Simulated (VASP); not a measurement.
A run of VASP 6.6.1:

The input INCAR:

```
ALGO     = Normal         # electronic algorithm
EDIFF    = 1E-6           # SCF threshold, eV
ENCUT    = 520            # plane-wave cutoff, eV
GGA      = PE             # functional
ISIF     = 2              # what is computed and relaxed
ISMEAR   = -1             # smearing method
ISPIN    = 2              # spin polarisation
LASPH    = True           # aspherical terms in the spheres
LCHARG   = False          # write CHGCAR
LMAXMIX  = 4              # l up to which the mixer works
LORBIT   = 11             # projections on sites
LREAL    = False          # projectors in reciprocal space
LWAVE    = False          # write WAVECAR
MAGMOM   = 1.19 0.19      # initial moments
NBANDS   = 19             # bands
NELM     = 150            # most SCF steps
NUPDOWN  = 1.3            # fixed moment
PREC     = Accurate       # precision mode
SIGMA    = 0.15           # smearing width, eV
```

KPOINTS

```
k-points
0
Gamma
  14 14 14
```

File POSCAR:

```
NiO
1.0
    0.0000000000      2.0859020000      2.0859020000
    2.0859020000      0.0000000000      2.0859020000
    2.0859020000      2.0859020000      0.0000000000
Ni O
1 1
Direct
    0.0000000000      0.0000000000      0.0000000000
    0.5000000000      0.5000000000      0.5000000000
```

Potentials or basis: VASP PAW PBE potentials, release 64 (Ni, O).

Run with:

```sh
$ cat potpaw_PBE.64/Ni/POTCAR potpaw_PBE.64/O/POTCAR > POTCAR
$ mpirun -np 1 vasp_std > vasp.out
```

Hardware: 1 thread of Intel(R) Xeon(R) 6975P-C (Granite Rapids), on a shared host.

Task: How long does it take, and how much memory?

Result: It took 32 s on 1 thread of Intel(R) Xeon(R) 6975P-C (Granite Rapids) (shared host), peak memory 0.19 GiB. Counts: scf iterations 14, k points 104.
